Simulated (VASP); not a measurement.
# SiC (Moissanite 3C) (F-43m) in VASP: further runs, part 3 of 3

VASP 6.6.1.

### Step 4. Single point, PBE

This run uses another cell than the first one, of 10.35 Å³/atom, 1.048 times its volume.

INCAR

```
PREC = Accurate ; ENCUT = 520
EDIFF = 1E-7 ; ISMEAR = 0
SIGMA = 0.02 ; LREAL = False
LASPH = True ; NELM = 60
ALGO = Normal ; ISIF = 2
LWAVE = False ; LCHARG = False
GGA = PE ; NBANDS = 11
```

KPOINTS

```
regular mesh
0
Gamma
  10 10 10
```

POSCAR

```
SiC
1.0
    0.0000000000      2.1790000000      2.1790000000
    2.1790000000      0.0000000000      2.1790000000
    2.1790000000      2.1790000000      0.0000000000
Si C
1 1
Direct
    0.0000000000      0.0000000000      0.0000000000
    0.2500000000      0.2500000000      0.2500000000
```

Potentials or basis: VASP PAW PBE potentials, release 64 (Si, C).

Started as:

```bash
$ cat potpaw_PBE.64/Si/POTCAR potpaw_PBE.64/C/POTCAR > POTCAR
$ mpirun -np 1 vasp_std > vasp.out
```

OUTCAR:

```text
PREC = Accurate
   ENCUT = 520
   EDIFF = 1E-7
   ISMEAR = 0
   LREAL = False
   LASPH = True
   NELM = 60
   ISIF = 2
   GGA = PE

 ion  position               nearest neighbor table
   1  0.000  0.000  0.000-   2 1.89   2 1.89   2 1.89   2 1.89
   2  0.250  0.250  0.250-   1 1.89   1 1.89   1 1.89   1 1.89

  LATTYP: Found a face centered cubic cell.
 ALAT       =     4.3580000000

  Lattice vectors:

 A1 = (   0.0000000000,   2.1790000000,   2.1790000000)
 A2 = (   2.1790000000,   0.0000000000,   2.1790000000)
[... 513 lines left out ...]
      7      19.7292      0.00000
      8      20.0394      0.00000
      9      21.8759      0.00000
     10      26.1841      0.00000
     11      29.3670      0.00000

 [... further k-points ...]
[... 5 lines left out ...]
  --------------------------------------------------------------------------------------
  -------------------------------------------------------------------------------------
  Total        0.4147597      0.4147597      0.4147597      0.0000000      0.0000000      0.0000000
  in kB       32.1148163     32.1148163     32.1148163      0.0000000      0.0000000      0.0000000
  external PRESSURE =      32.1148163 kB  Pullay stress =       0.0000000 kB

 VOLUME and BASIS-vectors are now :
 -----------------------------------------------------------------------------
  energy-cutoff  :      520.00
  volume of cell :       20.69
      direct lattice vectors                 reciprocal lattice vectors
     0.000000000  2.179000000  2.179000000    -0.229463056  0.229463056  0.229463056
     2.179000000  0.000000000  2.179000000     0.229463056 -0.229463056  0.229463056
     2.179000000  2.179000000  0.000000000     0.229463056  0.229463056 -0.229463056

 POSITION                                       TOTAL-FORCE (eV/Angst)
 -----------------------------------------------------------------------------------
      0.00000      0.00000      0.00000         0.000000      0.000000      0.000000
      1.08950      1.08950      1.08950        -0.000000     -0.000000     -0.000000
 -----------------------------------------------------------------------------------
    total drift:                                0.000000      0.000000      0.000000

  FREE ENERGIE OF THE ION-ELECTRON SYSTEM (eV)
  ---------------------------------------------------
  free  energy   TOTEN  =       -15.0577194602 eV

  energy  without entropy=      -15.0577194602  energy(sigma->0) =      -15.05771946
```

OSZICAR:

```text
N       E                     dE             d eps       ncg     rms          rms(c)
DAV:   1     0.347060246617E+01    0.34706E+01   -0.39056E+03  1090   0.617E+02
DAV:   2    -0.162693869978E+02   -0.19740E+02   -0.18806E+02  1300   0.109E+02
DAV:   3    -0.169101784819E+02   -0.64079E+00   -0.63954E+00  1262   0.160E+01
DAV:   4    -0.169126962024E+02   -0.25177E-02   -0.25175E-02  1192   0.127E+00
DAV:   5    -0.169127068386E+02   -0.10636E-04   -0.10636E-04  1259   0.783E-02    0.881E+00
DAV:   6    -0.151146692689E+02    0.17980E+01   -0.64916E+00  1154   0.114E+01    0.391E+00
DAV:   7    -0.150652401334E+02    0.49429E-01   -0.38626E-01  1220   0.355E+00    0.178E+00
DAV:   8    -0.150575091827E+02    0.77310E-02   -0.20415E-02  1172   0.949E-01    0.172E-01
DAV:   9    -0.150576059412E+02   -0.96758E-04   -0.16691E-03  1278   0.232E-01    0.113E-01
DAV:  10    -0.150577167675E+02   -0.11083E-03   -0.24170E-04  1172   0.944E-02    0.265E-02
DAV:  11    -0.150577190193E+02   -0.22518E-05   -0.42998E-05  1235   0.341E-02    0.701E-03
DAV:  12    -0.150577194323E+02   -0.41300E-06   -0.20237E-06  1187   0.845E-03    0.115E-03
DAV:  13    -0.150577194602E+02   -0.27944E-07   -0.99676E-08  1086   0.214E-03
   1 F= -.15057719E+02 E0= -.15057719E+02  d E =-.238370E-33
```

stdout:

```text
POSCAR found type information on POSCAR SiC
 POSCAR found :  2 types and       2 ions
 scaLAPACK will be used
 LDA part: xc-table for (Slater+PW92), standard interpolation
 POSCAR, INCAR and KPOINTS ok, starting setup
 FFT: planning ... GRIDC
 FFT: planning ... GRID_SOFT
 FFT: planning ... GRID
 WAVECAR not read
 entering main loop
```

It took 15 s on 1 thread of AMD EPYC 7R43 (Zen 3), shared host; peak memory 0.1 GiB.

Results:

- Free energy: -15.0577 eV
- Pressure: 3.2 GPa
- Band gap on the k mesh: 1.36 eV, indirect (least direct gap 4.54 eV)

Levels at points of the mesh, in eV from the valence-band top:
| k point | band 1 | band 2 | band 3 | band 4 | band 5 | band 6 | band 7 | band 8 |
| --- | --- | --- | --- | --- | --- | --- | --- | --- |
| (0.00, 0.00, 0.00) | -15.40 | 0.00 | 0.00 | 0.00 | 6.23 | 7.31 | 7.31 | 7.31 |
| (0.50, 0.00, 0.00) | -11.84 | -8.53 | -1.05 | -1.05 | 5.43 | 7.23 | 7.23 | 10.05 |
| (0.50, 0.50, 0.00) | -10.39 | -7.79 | -3.18 | -3.18 | 1.36 | 4.32 | 14.04 | 14.04 |

A k mesh can miss the band edges. As with any semilocal functional, this PBE gap is likely too small.

### Step 5. Single point, PBE (volume scaled by 1.03)

INCAR

```
SYSTEM = SiC
PREC = Accurate
ENCUT = 520
EDIFF = 1E-6
ISMEAR = 0
SIGMA = 0.02
LREAL = .FALSE.
LASPH = .TRUE.
NELM = 60
ALGO = Normal
ISIF = 2
LWAVE = .FALSE.
LCHARG = .FALSE.
GGA = PE
NBANDS = 11
```

KPOINTS

```
Automatic mesh
0
G
  10 10 10
  0 0 0
```

POSCAR

```
SiC
1.0
    0.0000000000      2.2115508569      2.2115508569
    2.2115508569      0.0000000000      2.2115508569
    2.2115508569      2.2115508569      0.0000000000
Si C
1 1
Direct
    0.0000000000      0.0000000000      0.0000000000
    0.2500000000      0.2500000000      0.2500000000
```

Started as:

```bash
$ cat potpaw_PBE.64/Si/POTCAR potpaw_PBE.64/C/POTCAR > POTCAR
$ mpirun -np 1 vasp_std > vasp.out
```

It took 13 s on 1 thread of AMD EPYC 7R43 (Zen 3), shared host; peak memory 0.1 GiB.

The run converged. Its results:

| Property | Result |
| --- | --- |
| Free energy | -15.0489 eV |
| Pressure | -6.0 GPa |
| Band gap on the k mesh | 1.40 eV, indirect (least direct gap 4.50 eV) |

Levels at points of the mesh, in eV from the valence-band top:
| k point | band 2 | band 3 | band 4 | band 5 | band 6 | band 7 |
| --- | --- | --- | --- | --- | --- | --- |
| (0.00, 0.00, 0.00) | 0.00 | 0.00 | 0.00 | 5.71 | 7.01 | 7.01 |
| (0.50, 0.00, 0.00) | -8.29 | -1.04 | -1.04 | 5.04 | 7.05 | 7.05 |
| (0.50, 0.50, 0.00) | -7.66 | -3.10 | -3.10 | 1.40 | 4.17 | 13.52 |

Caveat: the cell differs from its parent crystal (volume scaled by 1.03). A k mesh can miss the band edges.

### Step 6. Single point, PBE (volume scaled by 1.06)

Changes to INCAR since step 5:

```diff
@@ -3,3 +3,3 @@
 ENCUT = 520
-EDIFF = 1E-6
+EDIFF = 1E-7
 ISMEAR = 0
@@ -8,3 +8,3 @@
 LASPH = .TRUE.
-NELM = 60
+NELM = 80
 ALGO = Normal
```

KPOINTS is that of step 5.

POSCAR

```
SiC
1.0
    0.0000000000      2.2328170736      2.2328170736
    2.2328170736      0.0000000000      2.2328170736
    2.2328170736      2.2328170736      0.0000000000
Si C
1 1
Direct
    0.0000000000      0.0000000000      0.0000000000
    0.2500000000      0.2500000000      0.2500000000
```

Potentials or basis: VASP PAW PBE potentials, release 64 (Si, C).

Started as:

```bash
$ cat potpaw_PBE.64/Si/POTCAR potpaw_PBE.64/C/POTCAR > POTCAR
$ mpirun -np 1 vasp_std > vasp.out
```

It took 14 s on 1 thread of AMD EPYC 7R43 (Zen 3), shared host; peak memory 0.1 GiB.

The run converged. Its results:

| Property | Result |
| --- | --- |
| Free energy | -15.0153 eV |
| Pressure | -11.1 GPa |
| Band gap on the k mesh | 1.42 eV, indirect (least direct gap 4.46 eV) |

Levels at points of the mesh, in eV from the valence-band top:
```tsv
k point	band 1	band 2	band 3	band 4	band 5	band 6	band 7	band 8	band 9
(0.00, 0.00, 0.00)	-14.84	0.00	0.00	0.00	5.38	6.82	6.82	6.82	14.09
(0.50, 0.00, 0.00)	-11.54	-8.14	-1.03	-1.03	4.78	6.93	6.93	9.65	15.35
(0.50, 0.50, 0.00)	-10.16	-7.57	-3.04	-3.04	1.42	4.07	13.19	13.19	13.85
```

Caveat: the cell differs from its parent crystal (volume scaled by 1.06). A k mesh can miss the band edges.

### Step 7. Overview

```tsv
cell	gap on the mesh (eV)	pressure (GPa)
a = 3.034 Å, angles 60.0°, 2 atoms	1.31	14.8
a = 2.968 Å, angles 60.0°, 2 atoms	1.24	34.7
a = 3.082 Å, angles 60.0°, 2 atoms	1.36	3.2
a = 3.128 Å, angles 60.0°, 2 atoms	1.40	-6.0
a = 3.158 Å, angles 60.0°, 2 atoms	1.42	-11.1
```

Alike in all rows: task single point; level PBE; potentials or basis VASP PAW PBE potentials, release 64 (Si, C); no spin polarisation; k mesh 10 × 10 × 10; cutoff (eV) 520; smearing gaussian 0.02 eV.

Absolute energies hang on the potentials; compare differences alone.
